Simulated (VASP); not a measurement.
The system is TaN.

```
Ta N
1.0
     2.93994    0.00000    0.00000
    -1.46997    2.54606    0.00000
     0.00000    0.00000    2.89018
Ta N
1 1
Cartesian
  0.0000 0.0000 1.4451
  1.4700 0.8487 0.0000
```

Base run:

```yaml
Program: VASP 6.6.1
Functional: LDA
Potentials_or_basis: VASP PAW LDA potentials, release 64 (Ta_sv_GW, N)
Cutoff: 520 eV
k_mesh: 13 × 13 × 11
Occupations: fermi-dirac, width 0.05 eV
Spin: no spin polarisation
```

Its results: band gap on the k mesh zero (band 9 reaches 12.14 eV, above the bottom of band 10 at 11.97 eV); pressure -12.1 GPa.

Task: The run is repeated on the same cell with these changes: functional from LDA to PBE; potentials or basis from VASP PAW LDA potentials, release 64 (Ta_sv_GW, N) to VASP PAW PBE potentials, release 64 (Ta_sv_GW, N). What comes out?

Result: Band gap on the k mesh zero (band 9 reaches 12.51 eV, above the bottom of band 10 at 12.33 eV); pressure 3.0 GPa.

Caveats: spin-orbit coupling is left out, which moves the levels of the heavy elements.
